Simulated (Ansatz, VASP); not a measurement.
**PbS in VASP and in Ansatz**

POSCAR

```
PbS
1.0
   -0.0803788022      3.3009775035      3.3009775035
    3.3009775035     -0.0803788022      3.3009775035
    3.2205987013      3.2205987013      0.0000000000
Pb S
1 1
Direct
   -0.0041584700     -0.0041584700      0.0041584700
    0.2541584700      0.2541584700      0.2458415300
```

The input INCAR.step1:

```
  ALGO = Normal
  EDIFF = 1E-4
  ENCUT = 520
  GGA = PE
  ISMEAR = 0
  LASPH = T
  LCHARG = F
  LREAL = F
  LWAVE = T
  NBANDS = 17
  NELM = 100
  PREC = Accurate
  SIGMA = 0.01
```

File INCAR.step2:

```
  ALGO = Normal
  EDIFF = 1E-6
  ENCUT = 520
  ISIF = 2
  ISMEAR = 0
  ISTART = 1
  LASPH = T
  LCHARG = T
  LELF = T
  LMIXTAU = T
  LREAL = F
  LVHAR = T
  LWAVE = F
  METAGGA = R2SCAN
  NBANDS = 17
  NELM = 100
  PREC = Accurate
  SIGMA = 0.01
```

File KPOINTS:

```
k-points
0
Gamma
  6 6 6
```

Input for Ansatz:

```yaml
crystal:
  lattice:
    - [-0.0803788022, 3.3009775035, 3.3009775035]
    - [3.3009775035, -0.0803788022, 3.3009775035]
    - [3.2205987013, 3.2205987013, 0.0]
  atoms:
    - { symbol: Pb, position: [-0.00415847, -0.00415847, 0.00415847] }
    - { symbol: S, position: [0.25415847, 0.25415847, 0.24584153] }
kpoints:
  mp_grid: { grid: [6, 6, 6] }
  band_path:
    path:
      - [0.0, 0.0, 0.0]
      - [-0.5, -0.5, 0.0]
      - [-0.375, -0.375, 0.25]
      - [-0.375, 0.0, 0.375]
      - [0.0, 0.0, 0.5]
      - [-0.5, -0.25, 0.25]
    npoints: 1
hamiltonian:
  xc: r2scan
scf:
  occupations: { method: fixed }
  n_extra_bands: 4
output:
  forces: true
  stress: true
  eigenvalues: true
```

Change from the starting cell: shear_xy strain -4.9%.

Alike in both runs: task single point; functional r2SCAN; k mesh 6 × 6 × 6; no spin polarisation.

|  | VASP | Ansatz |
| --- | --- | --- |
| version | VASP 6.6.1 | Ansatz 0.2.0 |
| potentials or method | VASP PAW PBE potentials, release 64 (Pb_d, S) | plane waves, PAW |
| plane-wave cutoff (eV) | 520 | 500 |
| occupations | gaussian, width 0.01 eV | fixed |
| valence electrons in the cell | 20 | 20 |

|  | VASP | Ansatz | Ansatz less VASP |
| --- | --- | --- | --- |
| gap on the k mesh at the Fermi level (eV) | 1.07 | 1.07 | 0.000 |
| pressure (GPa) | -0.1 | -0.1 | 0.00 |
| traceless stress, the component that is largest in VASP (GPa) | -0.36 | -0.36 | -0.004 |

VASP's potentials were made for PBE, not for r2SCAN.

Neither program's run includes spin-orbit coupling.
